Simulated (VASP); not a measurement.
Set up this calculation in VASP 6.6.1, as the native input.

- Task: single point
- Functional: PBE
- Potentials or basis: VASP PAW PBE potentials, release 64 (Nb_sv, P)
- Cutoff: 520 eV
- k mesh: 10 × 10 × 1
- Occupations: gaussian, width 0.1 eV
- Spin: no spin polarisation
- Dipole correction: yes
- Further INCAR settings: ALGO = Fast; EDIFF = 1e-07; NBANDS = 56

The structure of NbP lies in POSCAR:

```
NbP
1.0
    3.5095676707      0.0000000000      0.0000000000
    0.0000000000      3.5095676707      0.0000000000
    0.0000000000      0.0000000000     25.4271585952
Nb P
5 5
Direct
    0.5000000000      0.0000000000      0.2949602085
    0.5000000000      0.5000000000      0.3974801042
    0.0000000000      0.5000000000      0.5000000000
    0.0000000000      0.0000000000      0.6025198958
    0.5000000000      0.0000000000      0.7050397915
    0.0000000000      0.5000000000      0.2949602085
    0.0000000000      0.0000000000      0.3974801042
    0.5000000000      0.0000000000      0.5000000000
    0.5000000000      0.5000000000      0.6025198958
    0.0000000000      0.5000000000      0.7050397915
```

These files were run (other wordings do the same):

INCAR

```
PREC     = Accurate       # precision mode
ENCUT    = 520            # plane-wave cutoff, eV
EDIFF    = 1E-7           # SCF threshold, eV
ISMEAR   = 0              # smearing method
SIGMA    = 0.1            # smearing width, eV
LREAL    = F              # projectors in reciprocal space
LASPH    = T              # aspherical terms in the spheres
NELM     = 80             # most SCF steps
ALGO     = Fast           # electronic algorithm
ISIF     = 2              # what is computed and relaxed
LWAVE    = F              # write WAVECAR
LCHARG   = F              # write CHGCAR
LDIPOL   = T            
IDIPOL   = 3            
DIPOL    = 0.5 0.5 0.500
GGA      = PE             # functional
NBANDS   = 56             # bands
```

KPOINTS

```
Automatic mesh
0
Gamma
  10 10 1
```

Potentials or basis: VASP PAW PBE potentials, release 64 (Nb_sv, P).

Run with:

```bash
$ cat potpaw_PBE.64/Nb_sv/POTCAR potpaw_PBE.64/P/POTCAR > POTCAR
$ mpirun -np 1 vasp_std > vasp.out
```

Results of the run:

```yaml
Largest_force: 0.425 eV/Å
Band_gap_on_the_k_mesh: zero (bands 45 and 46 overlap by 1.47 eV)
```

Run time: 55 min on 1 thread of Oxide Virtual Turin-like Processor, with other jobs on the host, peak memory 0.5 GiB.
